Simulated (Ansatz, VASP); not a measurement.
**Si2W: VASP beside Ansatz**

```
W Si
1.0
     4.61685    0.00000    0.00000
    -2.30843    3.99831    0.00000
     0.00000    0.00000    6.65322
W Si
3 6
Cartesian
  2.3084 0.0000 3.3266
  1.1542 1.9992 5.5444
  -1.1542 1.9992 1.1089
  1.1332 0.6542 1.1089
  3.4837 0.6542 5.5444
  0.0000 1.3085 3.3266
  1.1753 3.3441 1.1089
  -1.1753 3.3441 5.5444
  2.3084 2.6899 3.3266
```

Alike in both runs: functional LDA; k mesh 7 × 7 × 4; occupations fermi-dirac, width 0.05 eV; no spin polarisation.

|  | VASP | Ansatz |
| --- | --- | --- |
| version | VASP 6.6.1 | Ansatz 0.2.0 |
| potentials or method | VASP PAW LDA potentials, release 64 (W_sv, Si), cutoff 520 eV | all-electron LAPW, scalar-relativistic |
| task | single point | band structure |

Ansatz gave:

```
pressure (GPa)                                                : -9.3
traceless stress, the component that is largest in VASP (GPa) : -0.35
rms of the force components (eV/Å)                            : 0.027
```

Q: Which values does VASP return?

A: Pressure (GPa): -8.6; traceless stress, the component that is largest in VASP (GPa): -0.34; rms of the force components (eV/Å): 0.023.

LDA's correlation is that of Perdew and Zunger in VASP and of Perdew and Wang (1992) in Ansatz. Atom by atom the forces differ by 0.003 eV/Å (rms over components). Ansatz ran all-electron here, and VASP with PAW potentials.

Spin-orbit coupling is off throughout.
